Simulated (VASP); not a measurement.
The system is TiC (zincblende type).

```
Ti C
1.0
     0.00000    2.36413    2.36413
     2.36413    0.00000    2.36413
     2.36413    2.36413    0.00000
Ti C
1 1
Direct
  0.00000 0.00000 0.00000
  0.25000 0.25000 0.25000
```

Base run:

```yaml
Program: VASP 6.6.1
Functional: r2SCAN
Potentials_or_basis: VASP PAW PBE potentials, release 64 (Ti_sv, C)
Cutoff: 520 eV
k_mesh: 15 × 15 × 15
Occupations: fermi-dirac, width 0.05 eV
Spin: no spin polarisation
```

Its results: band gap on the k mesh 0.82 eV; pressure -0.6 GPa.

**Question.** After a change of settings the same cell gave: band gap on the k mesh 0.57 eV; pressure 0.1 GPa. Which change was it?
A. functional from r2SCAN to PBEsol
B. functional from r2SCAN to PBE; further incar settings from ALGO = Normal; EDIFF = 1e-08; NBANDS = 15 to ALGO = Normal; EDIFF = 1e-07; NBANDS = 15
C. functional from r2SCAN to PBEsol; further incar settings from ALGO = Normal; EDIFF = 1e-08; NBANDS = 15 to ALGO = Normal; EDIFF = 1e-06; NBANDS = 15

**Answer.** B.

Caveats: an odd mesh through Γ misses points on the zone boundary, where band edges can lie; the PAW data sets were made with another functional, which shifts forces and pressure a little (at least some runs).
